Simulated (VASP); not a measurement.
Runs of VASP 6.6.1 on Na2Hg. The structure is that of space group Fm-3m (No. 225), or close to it. The cells are those of the table. 

| task | cell | k mesh | cutoff (eV) | gap on the mesh (eV) | pressure (GPa) | relaxed volume (Å³/atom) |
| --- | --- | --- | --- | --- | --- | --- |
| relaxation of cell and atoms | relaxed from a = 5.226 Å, angles 60.0°, 3 atoms | 12 × 12 × 12 | 600 | none | 0.0 | (a) |
| single point | a = 5.226 Å, angles 60.0°, 3 atoms | 12 × 12 × 12 | 520 | none | -0.1 | - |
| relaxation of cell and atoms | relaxed from a = 4.515 Å, angles 60.0°, 3 atoms | 6 × 6 × 6 | 600 | none | -0.1 | 33.85 |
| single point | a = 5.226 Å, angles 60.0°, 3 atoms | 6 × 6 × 6 | 520 | none | 0.0 | - |

Alike in all rows: level PBE; potentials or basis VASP PAW PBE potentials, release 64 (Na_pv, Hg); no spin polarisation; smearing gaussian 0.1 eV.

Task: Estimate the missing entries.

Result: (a) 33.56.

Caveats: spin-orbit coupling is left out, which moves the levels of the heavy elements; the volume moved by over 15 % at a fixed basis, so the end points are rough (at least some runs).

A k mesh can miss the band edges, and the runs leave out spin-orbit coupling on Hg.

A gap of «none» marks levels without a gap at the run's occupations.
